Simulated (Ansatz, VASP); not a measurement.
# Two plane-wave programs on CO2

The input INCAR:

```
ALGO = Normal
EDIFF = 1E-6
ENCUT = 520
GGA = PE
ISIF = 2
ISMEAR = -1
LASPH = True
LCHARG = False
LREAL = False
LWAVE = False
NBANDS = 25
NELM = 100
PREC = Accurate
SIGMA = 0.02
```

File KPOINTS:

```
k-points
0
Gamma
  6 6 6
```

POSCAR

```
CO2
1.0
    4.1925575246      0.0000000000      0.0000000000
    0.0000000000      4.1925575246      0.0000000000
    0.0000000000      0.0000000000      4.6051154204
C O
2 4
Direct
    0.5000000000      0.5000000000      0.5000000000
    0.0000000000      0.0000000000      0.0000000000
    0.3042678613      0.6957321387      0.5000000000
    0.6957321387      0.3042678613      0.5000000000
    0.1957321387      0.1957321387      0.0000000000
    0.8042678613      0.8042678613      0.0000000000
```

Input for Ansatz:

```yaml
crystal:
  lattice:
    - [4.1925575246, 0.0, 0.0]
    - [0.0, 4.1925575246, 0.0]
    - [0.0, 0.0, 4.6051154204]
  atoms:
    - { symbol: C, position: [0.5, 0.5, 0.5] }
    - { symbol: C, position: [0.0, 0.0, 0.0] }
    - { symbol: O, position: [0.3042678613, 0.6957321387, 0.5] }
    - { symbol: O, position: [0.6957321387, 0.3042678613, 0.5] }
    - { symbol: O, position: [0.1957321387, 0.1957321387, 0.0] }
    - { symbol: O, position: [0.8042678613, 0.8042678613, 0.0] }
kpoints:
  mp_grid: { grid: [6, 6, 6] }
  band_path:
    path:
      - [[0.0, 0.0, 0.0], [-4.555740496188e-50, 0.5, 0.0], [0.5, 0.5, 0.0], [0.0, 0.0, 0.0], [0.0, 0.0, 0.5], [-4.555740496188e-50, 0.5, 0.5], [0.5, 0.5, 0.5], [0.0, 0.0, 0.5]]
      - [[-4.555740496188e-50, 0.5, 0.0], [-4.555740496188e-50, 0.5, 0.5]]
      - [[0.5, 0.5, 0.0], [0.5, 0.5, 0.5]]
    npoints: 10
hamiltonian:
  xc: pbe
scf:
  occupations: { method: fermi_dirac, width: 0.02 }
  n_extra_bands: 5
output:
  forces: true
  stress: true
  eigenvalues: true
```

Alike in both runs: task single point; functional PBE; k mesh 6 × 6 × 6; occupations fermi-dirac, width 0.02 eV; no spin polarisation.

```csv
,VASP,Ansatz
version,VASP 6.6.1,Ansatz 0.2.0
potentials or method,"VASP PAW PBE potentials, release 64 (C, O)","plane waves, PAW"
plane-wave cutoff (eV),520,420
valence electrons in the cell,32,32
```

Ansatz gave:

```
gap on the k mesh at the Fermi level (eV)                     : 6.69
pressure (GPa)                                                : 4.9
traceless stress, the component that is largest in VASP (GPa) : -2.33
rms of the force components (eV/Å)                            : 0.362
```

Which values does VASP return?

gap on the k mesh at the Fermi level (eV): 6.66; pressure (GPa): 6.6; traceless stress, the component that is largest in VASP (GPa): -4.39; rms of the force components (eV/Å): 0.679.

Atom by atom the forces differ by 0.317 eV/Å (rms over components). With one functional, cell and mesh, what is left measures potentials, basis and numerics.

Noted on VASP's run: the standard files for N, O and F lose accuracy on very short bonds.
